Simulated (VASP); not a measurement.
# Cs2CuSbCl6 (Fm-3m) in VASP: single point with LDA

Aim: the single point of Cs2CuSbCl6 with LDA.

Everything below comes from runs of VASP 6.6.1. Logs are shortened: lines on timing, memory, paths and dates and some standing lists are left out, and cuts for length are marked.

## 1. The cell of the first run

It takes space group Fm-3m (No. 225, cubic). The conventional cell has a = 10.510 Å, b = 10.510 Å, c = 10.510 Å, α = 90.00°, β = 90.00°, γ = 90.00°. Within 4.9 Å of Cs (site symmetry -43m) lie 12 Cl at 3.72 Å and 4 Cu at 4.55 Å and 4 Sb at 4.55 Å. Cu (site symmetry m-3m) has 6 Cl at 2.56 Å within 3.4 Å. Sb (site symmetry m-3m) has 6 Cl at 2.70 Å within 3.6 Å. Within 3.4 Å of Cl (site symmetry 4mm) lie 1 Cu at 2.56 Å and 1 Sb at 2.70 Å.

## 2. Single point, LDA

INCAR reads:

```
PREC     = Accurate       # precision mode
ENCUT    = 520            # plane-wave cutoff, eV
EDIFF    = 1E-6           # SCF threshold, eV
ISMEAR   = 0              # smearing method
SIGMA    = 0.01           # smearing width, eV
LREAL    = False          # projectors in reciprocal space
LASPH    = True           # aspherical terms in the spheres
NELM     = 80             # most SCF steps
ALGO     = Normal         # electronic algorithm
ISIF     = 2              # what is computed and relaxed
LWAVE    = False          # write WAVECAR
LCHARG   = False          # write CHGCAR
NBANDS   = 49             # bands
```

KPOINTS reads:

```
Automatic mesh
0
Gamma
  3 3 3
```

POSCAR reads:

```
Cs2CuSbCl6
1.0
    0.0000000000      5.2548780000      5.2548780000
    5.2548780000      0.0000000000      5.2548780000
    5.2548780000      5.2548780000      0.0000000000
Cs Cu Sb Cl
2 1 1 6
Direct
    0.7500000000      0.7500000000      0.7500000000
    0.2500000000      0.2500000000      0.2500000000
    0.5000000000      0.5000000000      0.5000000000
    0.0000000000      0.0000000000      0.0000000000
    0.7431490000      0.2568510000      0.2568510000
    0.2568510000      0.2568510000      0.7431490000
    0.2568510000      0.7431490000      0.7431490000
    0.2568510000      0.7431490000      0.2568510000
    0.7431490000      0.2568510000      0.7431490000
    0.7431490000      0.7431490000      0.2568510000
```

Potentials or basis: VASP PAW LDA potentials, release 64 (Cs_sv, Cu, Sb, Cl).

Launch:

```sh
$ cat potpaw_LDA.64/Cs_sv/POTCAR potpaw_LDA.64/Cu/POTCAR potpaw_LDA.64/Sb/POTCAR potpaw_LDA.64/Cl/POTCAR > POTCAR
$ mpirun -np 1 vasp_std > vasp.out
```

OUTCAR:

```text
PREC = Accurate
   ENCUT = 520
   EDIFF = 1E-6
   ISMEAR = 0
   LREAL = False
   LASPH = True
   NELM = 80
   ISIF = 2

 ion  position               nearest neighbor table
   1  0.750  0.750  0.750-
   2  0.250  0.250  0.250-
   3  0.500  0.500  0.500-   5 2.56   6 2.56   7 2.56   8 2.56   9 2.56  10 2.56
   4  0.000  0.000  0.000-   5 2.70   6 2.70   7 2.70   8 2.70   9 2.70  10 2.70
   5  0.743  0.257  0.257-   3 2.56   4 2.70
   6  0.257  0.257  0.743-   3 2.56   4 2.70
   7  0.257  0.743  0.743-   3 2.56   4 2.70
   8  0.257  0.743  0.257-   3 2.56   4 2.70
   9  0.743  0.257  0.743-   3 2.56   4 2.70
  10  0.743  0.743  0.257-   3 2.56   4 2.70

  LATTYP: Found a face centered cubic cell.
 ALAT       =    10.5097560000

  Lattice vectors:

 A1 = (   0.0000000000,   5.2548780000,   5.2548780000)
 A2 = (   5.2548780000,   0.0000000000,   5.2548780000)
 A3 = (   5.2548780000,   5.2548780000,   0.0000000000)

Analysis of symmetry for initial positions (statically):
=====================================================================
 Subroutine PRICEL returns:
 Original cell was already a primitive cell.

 Routine SETGRP: Setting up the symmetry group for a
 face centered cubic supercell.

 Subroutine GETGRP returns: Found 48 space group operations
 (whereof 48 operations were pure point group operations)
 out of a pool of 48 trial point group operations.

The static configuration has the point symmetry O_h .

Analysis of symmetry for dynamics (positions and initial velocities):
=====================================================================
 Subroutine PRICEL returns:
 Original cell was already a primitive cell.

 Routine SETGRP: Setting up the symmetry group for a
 face centered cubic supercell.

 Subroutine GETGRP returns: Found 48 space group operations
 (whereof 48 operations were pure point group operations)
 out of a pool of 48 trial point group operations.

The dynamic configuration has the point symmetry O_h .

 Subroutine INISYM returns: Found 48 space group operations
 (whereof 48 operations are pure point group operations),
 and found     1 'primitive' translations

----------------------------------------------------------------------------------------

                                     Primitive cell

  volume of cell :     290.2137

  direct lattice vectors                    reciprocal lattice vectors
     0.000000000  5.254878000  5.254878000    -0.095149688  0.095149688  0.095149688
     5.254878000  0.000000000  5.254878000     0.095149688 -0.095149688  0.095149688
     5.254878000  5.254878000  0.000000000     0.095149688  0.095149688 -0.095149688

  length of vectors
     7.431519736  7.431519736  7.431519736     0.164804093  0.164804093  0.164804093

  position of ions in fractional coordinates (direct lattice)
     0.750000000  0.750000000  0.750000000
     0.250000000  0.250000000  0.250000000
     0.500000000  0.500000000  0.500000000
     0.000000000  0.000000000  0.000000000
     0.743149000  0.256851000  0.256851000
     0.256851000  0.256851000  0.743149000
     0.256851000  0.743149000  0.743149000
     0.256851000  0.743149000  0.256851000
     0.743149000  0.256851000  0.743149000
     0.743149000  0.743149000  0.256851000

  ion indices of the primitive-cell ions
   primitive index   ion index
                 1           1
                 2           2
                 3           3
                 4           4
                 5           5
                 6           6
                 7           7
                 8           8
                 9           9
                10          10

----------------------------------------------------------------------------------------

 KPOINTS: Automatic mesh

Automatic generation of k-mesh.
 Grid dimensions read from file:
 generate k-points for:    3    3    3

 Generating k-lattice:

  Cartesian coordinates                     Fractional coordinates (reciprocal lattice)
    -0.031716563  0.031716563  0.031716563     0.333333333  0.000000000  0.000000000
     0.031716563 -0.031716563  0.031716563     0.000000000  0.333333333  0.000000000
     0.031716563  0.031716563 -0.031716563     0.000000000  0.000000000  0.333333333

  Length of vectors
     0.054934698  0.054934698  0.054934698

  Shift w.r.t. Gamma in fractional coordinates (k-lattice)
     0.000000000  0.000000000  0.000000000

 Subroutine IBZKPT returns following result:
 ===========================================

 Found      4 irreducible k-points:

 Following reciprocal coordinates:
            Coordinates               Weight
  0.000000  0.000000  0.000000      1.000000
  0.333333  0.000000  0.000000      8.000000
  0.333333  0.333333  0.000000      6.000000
 -0.333333  0.333333  0.000000     12.000000
   k-points           NKPTS =      4   k-points in BZ     NKDIM =      4   number of bands    NBANDS=     49
   number of dos      NEDOS =    301   number of ions     NIONS =     10
   total plane-waves  NPLWV = 175616
   dimension x,y,z NGX =    56 NGY =   56 NGZ =   56
   dimension x,y,z NGXF=   112 NGYF=  112 NGZF=  112
   ions per type =               2   1   1   6
   NGX,Y,Z   is equivalent  to a cutoff of  12.53, 12.53, 12.53 a.u.
   NGXF,Y,Z  is equivalent  to a cutoff of  25.05, 25.05, 25.05 a.u.
 SYSTEM =  unknown system
   PREC   = accura    normal or accurate (medium, high low for compatibility)
   ISTART =      0    job   : 0-new  1-cont  2-samecut
   ICHARG =      2    charge: 1-file 2-atom 10-const
   ISPIN  =      1    spin polarized calculation?
   LNONCOLLINEAR =      F non collinear calculations
   LSORBIT =      F    spin-orbit coupling
   LASPH  =      T    aspherical Exc in radial PAW
   ENCUT  =  520.0 eV  38.22 Ry    6.18 a.u.  13.82 13.82 13.82*2*pi/ulx,y,z
   NELM   =     80;   NELMIN=  2; NELMDL= -5     # of ELM steps
   EDIFF  = 0.1E-05   stopping-criterion for ELM
   LREAL  =      F    real-space projection
   EDIFFG = 0.1E-04   stopping-criterion for IOM
   NSW    =      0    number of steps for IOM
   IBRION =     -1    ionic relax: 0-MD 1-quasi-New 2-CG
   NFREE  =      0    steps in history (QN), initial steepest desc. (CG)
   ISIF   =      2    stress and relaxation
   ISYM   =      2    0-nonsym 1-usesym 2-fastsym
   POTIM  = 0.5000    time-step for ionic-motion
   TEBEG  =    0.0;   TEEND  =   0.0 temperature during run
   PSTRESS=    0.0 pullay stress
   NELECT =      76.0000    total number of electrons
   NUPDOWN=      -1.0000    fix difference up-down
   EMIN   =  10.00;   EMAX   =-10.00  energy-range for DOS
   EFERMI =   0.00;   METHOD = LEGACY
   ISMEAR =     0;   SIGMA  =   0.01  broadening in eV -4-tet -1-fermi 0-gaus
   EFERMI_NEDOS =   21; number of points for ismear=-14 and -15
   IALGO  =     38    algorithm
   IMIX   =      4    mixing-type and parameters
     AMIX     =   0.40;   BMIX     =  1.00
     AMIX_MAG =   1.60;   BMIX_MAG =  1.00
  volume/ion in A,a.u.               =      29.02       195.85
  Fermi-wavevector in a.u.,A,eV,Ry     =   1.047386  1.979272 14.925826  1.097017
  Thomas-Fermi vector in A             =   2.182264
   LORBIT       =      0    0 simple, 1 ext, 2 COOP (PROOUT), +10 PAW based schemes
   GGA     = CA    functional components
   LHFCALC =     F    Hartree Fock is set to
   AEXX    =    0.0000 exact exchange contribution
   IVDW    =     0    specifies the selected vdW correction
   LEPSILON=     F    determine dielectric tensor
   LRPA    =     F    only Hartree local field effects (RPA)
 non-spin polarized calculation
 Gauss-broadening in eV      SIGMA  =   0.01
  energy-cutoff  :      520.00
  volume of cell :      290.21
 maximum number of plane-waves:      7837
   NGX = 27   NGY = 27   NGZ = 27

 number of electron      76.0000015 magnetization

 Free energy of the ion-electron system (eV)
  ---------------------------------------------------
  ext. energy  EPLUGINS =         0.00000000
  ---------------------------------------------------
  free energy    TOTEN  =       -37.79884242 eV

  energy without entropy =      -37.79884242  energy(sigma->0) =      -37.79884242

 E-fermi :   2.0166     XC(G=0):  -8.9079

 val. band max:        1.9040853128   @ k =  -0.3333   0.3333   0.0000
 cond. band min:       3.1181203018   @ k =   0.3333   0.0000   0.0000
 fundamental gap:      1.2140349890
 Fermi energy:         2.0165649387

 k-point     1 :       0.0000    0.0000    0.0000
  band No.  band energies     occupation
      1     -18.6205      2.00000
      2     -18.6011      2.00000
      3     -13.2730      2.00000
      4     -12.6617      2.00000
      5     -12.6617      2.00000
      6     -12.6617      2.00000
[... 41 lines left out ...]
     48       7.2349      0.00000
     49       7.6003      0.00000

 k-point     2 :       0.3333    0.0000    0.0000
  band No.  band energies     occupation
      1     -18.6147      2.00000
      2     -18.6050      2.00000
      3     -13.1660      2.00000
      4     -12.8274      2.00000
      5     -12.6106      2.00000
      6     -12.6106      2.00000
[... 41 lines left out ...]
     48       7.8101      0.00000
     49       7.9450      0.00000

 k-point     3 :       0.3333    0.3333    0.0000
  band No.  band energies     occupation
      1     -18.6143      2.00000
      2     -18.6047      2.00000
      3     -13.1469      2.00000
      4     -12.7155      2.00000
      5     -12.6727      2.00000
      6     -12.6727      2.00000
[... 41 lines left out ...]
     48       8.0898      0.00000
     49       8.0920      0.00000

 k-point     4 :      -0.3333    0.3333    0.0000
  band No.  band energies     occupation
      1     -18.6092      2.00000
      2     -18.6092      2.00000
      3     -13.0652      2.00000
      4     -12.8745      2.00000
      5     -12.6696      2.00000
      6     -12.6197      2.00000
[... 41 lines left out ...]
     48       8.1516      0.00000
     49       8.3590      0.00000

------------------------ aborting loop because EDIFF is reached ----------------------------------------

  FORCE on cell =-STRESS in cart. coord.  units (eV):
  Direction    XX          YY          ZZ          XY          YZ          ZX
  --------------------------------------------------------------------------------------
  -------------------------------------------------------------------------------------
  Total       -6.6807547     -6.6807547     -6.6807547      0.0000000      0.0000000     -0.0000000
  in kB      -36.8823172    -36.8823172    -36.8823172      0.0000000      0.0000000     -0.0000000
  external PRESSURE =     -36.8823172 kB  Pullay stress =       0.0000000 kB

 VOLUME and BASIS-vectors are now :
 -----------------------------------------------------------------------------
  energy-cutoff  :      520.00
  volume of cell :      290.21
      direct lattice vectors                 reciprocal lattice vectors
     0.000000000  5.254878000  5.254878000    -0.095149688  0.095149688  0.095149688
     5.254878000  0.000000000  5.254878000     0.095149688 -0.095149688  0.095149688
     5.254878000  5.254878000  0.000000000     0.095149688  0.095149688 -0.095149688

 POSITION                                       TOTAL-FORCE (eV/Angst)
 -----------------------------------------------------------------------------------
      7.88232      7.88232      7.88232         0.000000      0.000000      0.000000
      2.62744      2.62744      2.62744         0.000000      0.000000     -0.000000
      5.25488      5.25488      5.25488         0.000000      0.000000     -0.000000
      0.00000      0.00000      0.00000         0.000000      0.000000     -0.000000
      2.69944      5.25488      5.25488         0.084525      0.000000      0.000000
      5.25488      5.25488      2.69944         0.000000      0.000000      0.084525
      7.81031      5.25488      5.25488        -0.084525      0.000000      0.000000
      5.25488      2.69944      5.25488         0.000000      0.084525      0.000000
      5.25488      7.81031      5.25488         0.000000     -0.084525      0.000000
      5.25488      5.25488      7.81031         0.000000      0.000000     -0.084525
 -----------------------------------------------------------------------------------
    total drift:                               -0.000000     -0.000000      0.000000

  FREE ENERGIE OF THE ION-ELECTRON SYSTEM (eV)
  ---------------------------------------------------
  free  energy   TOTEN  =       -37.7988424178 eV

  energy  without entropy=      -37.7988424178  energy(sigma->0) =      -37.79884242
```

Wall time 97 s (1 thread of AMD EPYC 7R43 (Zen 3), shared host); peak memory 0.32 GiB.

Results:

```
Free energy            : -37.7988 eV
Pressure               : -3.7 GPa
Largest force          : 0.085 eV/Å
Band gap on the k mesh : 1.21 eV (least direct gap 1.76 eV)
```

Forces in eV/Å, atoms in the order of the input:
```
Cs   0.000  0.000  0.000
Cs   0.000  0.000  0.000
Cu   0.000  0.000  0.000
Sb   0.000  0.000  0.000
Cl   0.085  0.000  0.000
Cl   0.000  0.000  0.085
Cl  -0.085  0.000  0.000
Cl   0.000  0.085  0.000
Cl   0.000 -0.085  0.000
Cl   0.000  0.000 -0.085
```

Levels at points of the mesh, in eV from the valence-band top:
| k point | band 34 | band 35 | band 36 | band 37 | band 38 | band 39 | band 40 | band 41 | band 42 | band 43 |
| --- | --- | --- | --- | --- | --- | --- | --- | --- | --- | --- |
| (0.00, 0.00, 0.00) | -0.85 | -0.85 | -0.85 | -0.17 | -0.17 | 1.84 | 1.84 | 1.84 | 3.81 | 4.37 |

Caveat: the cell stands under tension; spin-orbit coupling is left out, which moves the levels of the heavy elements; an odd mesh through Γ misses points on the zone boundary, where band edges can lie.
